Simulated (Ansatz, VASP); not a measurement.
**SrOs in VASP and in Ansatz**

```
CELL_PARAMETERS angstrom
3.62421 0.00000 0.00000
0.00000 3.62421 0.00000
0.00000 0.00000 3.62421
ATOMIC_POSITIONS crystal
Sr 0.00000 0.00000 0.00000
Os 0.50000 0.50000 0.50000
```

Alike in both runs: task single point; functional PBE; k mesh 10 × 10 × 10; occupations gaussian, width 0.05 eV; no spin polarisation.

```csv
,VASP,Ansatz
version,VASP 6.6.1,Ansatz 0.2.0
potentials or method,"VASP PAW PBE potentials, release 64 (Sr_sv, Os), cutoff 520 eV","scalar-relativistic, plane waves, PAW"
valence electrons in the cell,18,26
```

|  | VASP | Ansatz | Ansatz less VASP |
| --- | --- | --- | --- |
| gap on the k mesh at the Fermi level (eV) | none | none | - |
| pressure (GPa) | -0.9 | -1.2 | -0.28 |

A gap of «none» marks a metal or a gap that the smearing closes. With one functional, cell and mesh, what is left measures potentials, basis and numerics. VASP's potentials hold 18 valence electrons a cell and Ansatz's 26, so a difference there can come from the potentials and not from the codes.

Spin-orbit coupling is off throughout.
